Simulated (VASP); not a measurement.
The system is CdS.

```
CELL_PARAMETERS angstrom
0.00000 2.69704 2.69704
2.69704 0.00000 2.69704
2.69704 2.69704 0.00000
ATOMIC_POSITIONS crystal
Cd 0.00000 0.00000 0.00000
S 0.50000 0.50000 0.50000
```

Base run:

```yaml
Program: VASP 6.6.1
Functional: PBEsol
Potentials_or_basis: VASP PAW PBE potentials, release 64 (Cd, S)
Cutoff: 520 eV
k_mesh: 8 × 8 × 8
Occupations: fermi-dirac, width 0.05 eV
Spin: no spin polarisation
```

Its results: pressure 0.7 GPa.

Question: The run is repeated on the same cell with these changes: functional from PBEsol to LDA; potentials or basis from VASP PAW PBE potentials, release 64 (Cd, S) to VASP PAW LDA potentials, release 64 (Cd, S). What comes out?

Answer: Pressure -2.0 GPa.

Caveats: the PAW data sets were made with another functional, which shifts forces and pressure a little (some runs).
